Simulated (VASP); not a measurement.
# MgS (l.eB) (Imm2) in VASP: a series of runs

MgS (l.eB) is run at these levels: LDA; tasks: single point.

All numbers are computed with VASP 6.6.1; they aren't measurements. Logs are shortened: lines on timing, memory, paths and dates and some standing lists are left out, and cuts for length are marked.

### Step 1. The cell of the first run

It takes space group Imm2 (No. 44, orthorhombic). The conventional cell has a = 3.866 Å, b = 4.070 Å, c = 5.756 Å, α = 90.00°, β = 90.00°, γ = 90.00°. Mg (site symmetry mm2) has 4 S at 2.41 to 2.49 Å within 3.2 Å. S (site symmetry mm2) has 4 Mg at 2.41 to 2.49 Å within 3.2 Å.

### Step 2. Single point, LDA

Contents of INCAR:

```
PREC = Accurate
ENCUT = 600
EDIFF = 1E-6
ISMEAR = 0
SIGMA = 0.1
LREAL = False
LASPH = True
NELM = 120
ALGO = Normal
ISIF = 2
LWAVE = False
LCHARG = False
GGA = CA
NBANDS = 16
GGA_COMPAT = False
```

Contents of KPOINTS:

```
regular mesh
0
Gamma
  4 4 6
```

Contents of POSCAR:

```
MgS
1.0
    4.0704577099      0.0000000000      0.0000000000
    0.0000000000      5.7564965014      0.0000000000
    0.0000000000      0.0000000000      3.8658426087
Mg S
2 2
Direct
    0.0000000000      0.0000000000      0.0000000000
    0.5000000000      0.5000000000      0.4999970000
    0.5000000000      0.2500000000      0.0000000000
    0.0000000000      0.7500000000      0.4999970000
```

Potentials or basis: VASP PAW LDA potentials, release 64 (Mg, S).

Launch:

```sh
$ cat potpaw_LDA.64/Mg/POTCAR potpaw_LDA.64/S/POTCAR > POTCAR
$ mpirun -np 1 vasp_std > vasp.out
```

OUTCAR:

```text
PREC = Accurate
   ENCUT = 600
   EDIFF = 1E-6
   ISMEAR = 0
   LREAL = False
   LASPH = True
   NELM = 120
   ISIF = 2
   GGA = CA

 ion  position               nearest neighbor table
   1  0.000  0.000  0.000-   4 2.41   4 2.41   3 2.49   3 2.49
   2  0.500  0.500  0.500-   3 2.41   3 2.41   4 2.49   4 2.49
   3  0.500  0.250  0.000-   2 2.41   2 2.41   1 2.49   1 2.49
   4  0.000  0.750  0.500-   1 2.41   1 2.41   2 2.49   2 2.49

  LATTYP: Found a simple orthorhombic cell.
 ALAT       =     3.8658426087
 B/A-ratio  =     1.0529289787
 C/A-ratio  =     1.4890664427

  Lattice vectors:

 A1 = (   0.0000000000,   0.0000000000,   3.8658426087)
 A2 = (   4.0704577099,   0.0000000000,   0.0000000000)
 A3 = (   0.0000000000,   5.7564965014,   0.0000000000)

Analysis of symmetry for initial positions (statically):
=====================================================================
 Subroutine PRICEL returns following result:

  LATTYP: Found a body centered orthorhombic cell.
 ALAT       =     3.8658426087
 B/A-ratio  =     1.0529289787
 C/A-ratio  =     1.4890664427

  Lattice vectors:

 A1 = (  -2.0352288550,  -2.8782482507,  -1.9329097068)
 A2 = (   2.0352288550,  -2.8782482507,   1.9329097068)
 A3 = (  -2.0352288550,   2.8782482507,   1.9329329019)

   2 primitive cells build up your supercell.

 Routine SETGRP: Setting up the symmetry group for a
 simple orthorhombic supercell.

 Subroutine GETGRP returns: Found  4 space group operations
 (whereof  4 operations were pure point group operations)
 out of a pool of  8 trial point group operations.

The static configuration has the point symmetry C_2v.

Analysis of symmetry for dynamics (positions and initial velocities):
=====================================================================
 Subroutine PRICEL returns following result:

  LATTYP: Found a body centered orthorhombic cell.
 ALAT       =     3.8658426087
 B/A-ratio  =     1.0529289787
 C/A-ratio  =     1.4890664427

  Lattice vectors:

 A1 = (  -2.0352288550,  -2.8782482507,  -1.9329097068)
 A2 = (   2.0352288550,  -2.8782482507,   1.9329097068)
 A3 = (  -2.0352288550,   2.8782482507,   1.9329329019)

   2 primitive cells build up your supercell.

 Routine SETGRP: Setting up the symmetry group for a
 simple orthorhombic supercell.

 Subroutine GETGRP returns: Found  4 space group operations
 (whereof  4 operations were pure point group operations)
 out of a pool of  8 trial point group operations.

The dynamic configuration has the point symmetry C_2v.

 Subroutine INISYM returns: Found  4 space group operations
 (whereof  4 operations are pure point group operations),
 and found     2 'primitive' translations

----------------------------------------------------------------------------------------

                                     Primitive cell

  volume of cell :      45.2914

  direct lattice vectors                    reciprocal lattice vectors
    -2.035228855 -2.878248251 -1.932909707    -0.245672617 -0.173716774  0.000000000
     2.035228855 -2.878248251  1.932909707     0.000001474 -0.173716774  0.258675818
    -2.035228855  2.878248251  1.932932902    -0.245671143  0.000000000  0.258675818

  length of vectors
     4.020274794  4.020274794  4.020285946     0.300886278  0.311593800  0.356745693

  position of ions in fractional coordinates (direct lattice)
     0.000000000  0.000000000  0.000000000
     0.250000000  0.749997000  0.499997000

  ion indices of the primitive-cell ions
   primitive index   ion index
                 1           1
                 2           4

----------------------------------------------------------------------------------------

 KPOINTS: regular mesh

Automatic generation of k-mesh.
 Grid dimensions read from file:
 generate k-points for:    4    4    6

 Generating k-lattice:

  Cartesian coordinates                     Fractional coordinates (reciprocal lattice)
     0.061418154  0.000000000  0.000000000     0.250000000  0.000000000  0.000000000
     0.000000000  0.043429193  0.000000000     0.000000000  0.250000000  0.000000000
     0.000000000  0.000000000  0.043112636     0.000000000  0.000000000  0.166666667

  Length of vectors
     0.061418154  0.043429193  0.043112636

  Shift w.r.t. Gamma in fractional coordinates (k-lattice)
     0.000000000  0.000000000  0.000000000

 Subroutine IBZKPT returns following result:
 ===========================================

 Found     36 irreducible k-points:

 Following reciprocal coordinates:
            Coordinates               Weight
  0.000000  0.000000  0.000000      1.000000
  0.250000  0.000000  0.000000      2.000000
  0.500000  0.000000  0.000000      1.000000
  0.000000  0.250000  0.000000      2.000000
  0.250000  0.250000  0.000000      4.000000
  0.500000  0.250000  0.000000      2.000000
[... 16 lines left out ...]
  0.250000  0.250000  0.333333      8.000000
  0.500000  0.250000  0.333333      4.000000
 [... further k-points ...]
   k-points           NKPTS =     36   k-points in BZ     NKDIM =     36   number of bands    NBANDS=     16
   number of dos      NEDOS =    301   number of ions     NIONS =      4
   total plane-waves  NPLWV =  55296
   dimension x,y,z NGX =    36 NGY =   48 NGZ =   32
   dimension x,y,z NGXF=    72 NGYF=   96 NGZF=   64
   ions per type =               2   2
   NGX,Y,Z   is equivalent  to a cutoff of  14.70, 13.86, 13.76 a.u.
   NGXF,Y,Z  is equivalent  to a cutoff of  29.41, 27.72, 27.52 a.u.
 SYSTEM =  unknown system
   PREC   = accura    normal or accurate (medium, high low for compatibility)
   ISTART =      0    job   : 0-new  1-cont  2-samecut
   ICHARG =      2    charge: 1-file 2-atom 10-const
   ISPIN  =      1    spin polarized calculation?
   LNONCOLLINEAR =      F non collinear calculations
   LSORBIT =      F    spin-orbit coupling
   LASPH  =      T    aspherical Exc in radial PAW
   ENCUT  =  600.0 eV  44.10 Ry    6.64 a.u.   8.13 11.50  7.72*2*pi/ulx,y,z
   NELM   =    120;   NELMIN=  2; NELMDL= -5     # of ELM steps
   EDIFF  = 0.1E-05   stopping-criterion for ELM
   LREAL  =      F    real-space projection
   EDIFFG = 0.1E-04   stopping-criterion for IOM
   NSW    =      0    number of steps for IOM
   IBRION =     -1    ionic relax: 0-MD 1-quasi-New 2-CG
   NFREE  =      0    steps in history (QN), initial steepest desc. (CG)
   ISIF   =      2    stress and relaxation
   ISYM   =      2    0-nonsym 1-usesym 2-fastsym
   POTIM  = 0.5000    time-step for ionic-motion
   TEBEG  =    0.0;   TEEND  =   0.0 temperature during run
   PSTRESS=    0.0 pullay stress
   NELECT =      16.0000    total number of electrons
   NUPDOWN=      -1.0000    fix difference up-down
   EMIN   =  10.00;   EMAX   =-10.00  energy-range for DOS
   EFERMI =   0.00;   METHOD = LEGACY
   ISMEAR =     0;   SIGMA  =   0.10  broadening in eV -4-tet -1-fermi 0-gaus
   EFERMI_NEDOS =   21; number of points for ismear=-14 and -15
   IALGO  =     38    algorithm
   IMIX   =      4    mixing-type and parameters
     AMIX     =   0.40;   BMIX     =  1.00
     AMIX_MAG =   1.60;   BMIX_MAG =  1.00
  volume/ion in A,a.u.               =      22.65       152.82
  Fermi-wavevector in a.u.,A,eV,Ry     =   0.918543  1.735795 11.479530  0.843722
  Thomas-Fermi vector in A             =   2.043637
   LORBIT       =      0    0 simple, 1 ext, 2 COOP (PROOUT), +10 PAW based schemes
   GGA     = CA    functional components
   LHFCALC =     F    Hartree Fock is set to
   AEXX    =    0.0000 exact exchange contribution
   IVDW    =     0    specifies the selected vdW correction
   LEPSILON=     F    determine dielectric tensor
   LRPA    =     F    only Hartree local field effects (RPA)
 non-spin polarized calculation
 Gauss-broadening in eV      SIGMA  =   0.10
  energy-cutoff  :      600.00
  volume of cell :       90.58
 maximum number of plane-waves:      3048
 NGX is ok and might be reduce to    36
   NGX = 17   NGY = 23   NGZ = 15

 number of electron      15.9999998 magnetization

 Free energy of the ion-electron system (eV)
  ---------------------------------------------------
  ext. energy  EPLUGINS =         0.00000000
  ---------------------------------------------------
  free energy    TOTEN  =       -18.71648417 eV

  energy without entropy =      -18.71648417  energy(sigma->0) =      -18.71648417

 E-fermi :   1.4791     XC(G=0):  -8.7673

 val. band max:        1.0315850189   @ k =   0.0000   0.0000   0.0000
 cond. band min:       4.0853116081   @ k =   0.0000   0.0000   0.0000
 fundamental gap:      3.0537265892
 Fermi energy:         1.4790778169

 k-point     1 :       0.0000    0.0000    0.0000
  band No.  band energies     occupation
      1     -10.3364      2.00000
      2      -9.4360      2.00000
      3      -2.0633      2.00000
      4      -0.2386      2.00000
      5       0.1157      2.00000
      6       0.8487      2.00000
[... 8 lines left out ...]
     15      11.4287      0.00000
     16      11.6009      0.00000

 k-point     2 :       0.2500    0.0000    0.0000
  band No.  band energies     occupation
      1     -10.1239      2.00000
      2      -9.4598      2.00000
      3      -1.7332      2.00000
      4      -1.0539      2.00000
      5      -0.4597      2.00000
      6       0.3115      2.00000
[... 8 lines left out ...]
     15      10.1416      0.00000
     16      10.6335      0.00000

 k-point     3 :       0.5000    0.0000    0.0000
  band No.  band energies     occupation
      1      -9.6940      2.00000
      2      -9.6940      2.00000
      3      -1.5755      2.00000
      4      -1.5755      2.00000
      5      -0.6316      2.00000
      6      -0.6316      2.00000
[... 8 lines left out ...]
     15       9.8573      0.00000
     16       9.8573      0.00000
[... 362 lines left out ...]
 k-point    23 :       0.2500    0.2500    0.3333
  band No.  band energies     occupation
      1      -9.6993      2.00000
      2      -9.4423      2.00000
      3      -1.6378      2.00000
      4      -1.4553      2.00000
      5      -0.9688      2.00000
      6      -0.0594      2.00000
[... 8 lines left out ...]
     15       9.9829      0.00000
     16      10.1810      0.00000

 k-point    24 :       0.5000    0.2500    0.3333
  band No.  band energies     occupation
      1      -9.4615      2.00000
      2      -9.4615      2.00000
      3      -1.6950      2.00000
      4      -1.6950      2.00000
      5      -0.6875      2.00000
      6      -0.6875      2.00000
[... 8 lines left out ...]
     15      11.0438      0.00000
     16      11.0439      0.00000

 [... further k-points ...]
[... 5 lines left out ...]
  --------------------------------------------------------------------------------------
  -------------------------------------------------------------------------------------
  Total       -2.5233425     -1.4708867      0.3753663      0.0000000      0.0000000      0.0000000
  in kB      -44.6314628    -26.0162165      6.6392684      0.0000000      0.0000000      0.0000000
  external PRESSURE =     -21.3361370 kB  Pullay stress =       0.0000000 kB

 VOLUME and BASIS-vectors are now :
 -----------------------------------------------------------------------------
  energy-cutoff  :      600.00
  volume of cell :       90.58
      direct lattice vectors                 reciprocal lattice vectors
     4.070457710  0.000000000  0.000000000     0.245672617  0.000000000  0.000000000
     0.000000000  5.756496501  0.000000000     0.000000000  0.173716774  0.000000000
     0.000000000  0.000000000  3.865842609     0.000000000  0.000000000  0.258675818

 POSITION                                       TOTAL-FORCE (eV/Angst)
 -----------------------------------------------------------------------------------
      0.00000      0.00000      0.00000        -0.000000      0.290003     -0.000000
      2.03523      2.87825      1.93291        -0.000000      0.290003     -0.000000
      2.03523      1.43912      0.00000        -0.000000     -0.290003     -0.000000
      0.00000      4.31737      1.93291         0.000000     -0.290003      0.000000
 -----------------------------------------------------------------------------------
    total drift:                                0.000000      0.000231      0.006481

  FREE ENERGIE OF THE ION-ELECTRON SYSTEM (eV)
  ---------------------------------------------------
  free  energy   TOTEN  =       -18.7164841658 eV

  energy  without entropy=      -18.7164841658  energy(sigma->0) =      -18.71648417
```

Run time: 59 s. Hardware: 1 thread of Intel Xeon 8259CL, shared host; peak memory 0.22 GiB.

What came out:

```yaml
Free_energy: -18.7165 eV
Pressure: -2.1 GPa
Largest_force: 0.290 eV/Å
Band_gap_on_the_k_mesh: 3.05 eV
```

Forces in eV/Å, atoms in the order of the input:
```
Mg   0.000  0.290  0.000
Mg   0.000  0.290  0.000
S    0.000 -0.290  0.000
S    0.000 -0.290  0.000
```

Levels at points of the mesh, in eV from the valence-band top:
```csv
k point,band 6,band 7,band 8,band 9,band 10,band 11
"(0.00, 0.00, 0.00)",-0.18,-0.18,0.00,3.05,3.54,5.49
"(0.50, 0.00, 0.00)",-1.66,-0.31,-0.31,6.29,6.29,6.57
"(0.00, 0.50, 0.00)",-0.79,-0.50,-0.50,4.76,4.76,6.31
"(0.50, 0.50, 0.00)",-0.49,-0.29,-0.29,4.83,4.83,7.19
"(0.00, 0.00, 0.50)",-1.57,-0.49,-0.49,6.00,6.00,6.43
"(0.50, 0.00, 0.50)",-1.22,-1.22,-1.22,3.52,3.52,5.25
"(0.00, 0.50, 0.50)",-0.57,-0.47,-0.47,4.65,4.65,7.17
"(0.50, 0.50, 0.50)",-1.99,-1.50,-1.50,5.12,5.12,7.53
```

A k mesh can miss the band edges. A hybrid or GW would open this gap; LDA tends to underestimate it.

### Step 3. Single point, LDA

This run uses another cell than the first one, of 22.59 Å³/atom, 0.997 times its volume.

Contents of INCAR:

```
PREC     = Accurate       # precision mode
ENCUT    = 600            # plane-wave cutoff, eV
EDIFF    = 1E-6           # SCF threshold, eV
ISMEAR   = 0              # smearing method
SIGMA    = 0.02           # smearing width, eV
LREAL    = False          # projectors in reciprocal space
LASPH    = True           # aspherical terms in the spheres
NELM     = 120            # most SCF steps
ALGO     = Normal         # electronic algorithm
ISIF     = 2              # what is computed and relaxed
LWAVE    = False          # write WAVECAR
LCHARG   = False          # write CHGCAR
GGA      = CA             # functional
NBANDS   = 16             # bands
GGA_COMPAT= False
```

Contents of KPOINTS:

```
Automatic mesh
0
Gamma
  6 4 6
```

Contents of POSCAR:

```
MgS
1.0
    4.0704577099      0.0000000000      0.0000000000
    0.0000000000      5.7564965014      0.0000000000
    0.0000000000      0.0000000000      3.8557154131
Mg S
2 2
Direct
    0.0000000000      0.0047351287      0.0000000000
    0.5000000000      0.5047351287      0.5000000000
    0.5000000000      0.2452648713      0.0000000000
    0.0000000000      0.7452648713      0.5000000000
```

Potentials or basis: VASP PAW LDA potentials, release 64 (Mg, S).

Launch:

```sh
$ cat potpaw_LDA.64/Mg/POTCAR potpaw_LDA.64/S/POTCAR > POTCAR
$ mpirun -np 1 vasp_std > vasp.out
```

It took 90 s on 1 thread of Intel Xeon 8259CL, shared host; peak memory 0.23 GiB.

It converged, with:

```yaml
Free_energy: -18.7367 eV
Pressure: -2.2 GPa
Band_gap_on_the_k_mesh: 2.98 eV
```

Stress tensor (GPa, compression positive):
```
-3.65  0.00  0.00
 0.00 -2.72  0.00
 0.00  0.00 -0.30
```

Levels at points of the mesh, in eV from the valence-band top:
| k point | band 4 | band 5 | band 6 | band 7 | band 8 | band 9 | band 10 | band 11 | band 12 | band 13 |
| --- | --- | --- | --- | --- | --- | --- | --- | --- | --- | --- |
| (0.00, 0.00, 0.00) | -1.41 | -0.93 | -0.33 | -0.26 | 0.00 | 2.98 | 3.44 | 5.43 | 7.22 | 7.60 |
| (0.50, 0.00, 0.00) | -2.75 | -1.75 | -1.75 | -0.31 | -0.31 | 6.27 | 6.27 | 6.46 | 6.46 | 7.48 |
| (0.00, 0.50, 0.00) | -2.07 | -0.93 | -0.93 | -0.51 | -0.51 | 4.66 | 4.66 | 6.26 | 6.26 | 7.81 |
| (0.50, 0.50, 0.00) | -3.48 | -0.59 | -0.59 | -0.30 | -0.30 | 4.76 | 4.76 | 7.18 | 7.18 | 7.71 |
| (0.00, 0.00, 0.50) | -2.72 | -1.65 | -1.65 | -0.63 | -0.63 | 5.88 | 5.88 | 6.38 | 6.38 | 7.41 |
| (0.50, 0.00, 0.50) | -3.06 | -1.31 | -1.31 | -1.30 | -1.30 | 3.42 | 3.42 | 5.17 | 5.17 | 10.69 |
| (0.00, 0.50, 0.50) | -3.38 | -0.63 | -0.63 | -0.61 | -0.61 | 4.56 | 4.56 | 7.11 | 7.11 | 7.12 |
| (0.50, 0.50, 0.50) | -2.56 | -2.09 | -2.09 | -1.58 | -1.58 | 5.02 | 5.02 | 7.44 | 7.44 | 7.73 |
